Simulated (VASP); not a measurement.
The system is SnTe3.

```
Te Sn
1.0
     0.00000    3.88679    3.88679
     3.88679    0.00000    3.88679
     3.88679    3.88679    0.00000
Te Sn
3 1
Direct
  0.50000 0.50000 0.50000
  0.75000 0.75000 0.75000
  0.25000 0.25000 0.25000
  0.00000 0.00000 0.00000
```

Base run:

* Program: VASP 6.6.1
* Functional: PBE
* Potentials or basis: VASP PAW PBE potentials, release 64 (Te, Sn_d)
* Cutoff: 520 eV
* k mesh: 6 × 6 × 6
* Occupations: fermi-dirac, width 0.05 eV
* Spin: no spin polarisation

Its results: band gap on the k mesh zero (band 16 reaches 7.84 eV, above the bottom of band 17 at 5.68 eV); pressure -0.9 GPa.

**Question.** After a change of settings the same cell gave: band gap on the k mesh zero (band 16 reaches 7.67 eV, above the bottom of band 17 at 5.51 eV); pressure -4.6 GPa. Which change was it?
A. functional from PBE to LDA; potentials or basis from VASP PAW PBE potentials, release 64 (Te, Sn_d) to VASP PAW LDA potentials, release 64 (Te, Sn_d)
B. functional from PBE to PBEsol; further incar settings from ALGO = Normal; EDIFF = 1e-06; NBANDS = 24 to ALGO = Normal; EDIFF = 1e-07; NBANDS = 24
C. functional from PBE to r2SCAN; further incar settings from ALGO = Normal; EDIFF = 1e-06; NBANDS = 24 to ALGO = Normal; EDIFF = 1e-07; NBANDS = 24

**Answer.** A.

Caveats: spin-orbit coupling is left out, which moves the levels of the heavy elements.
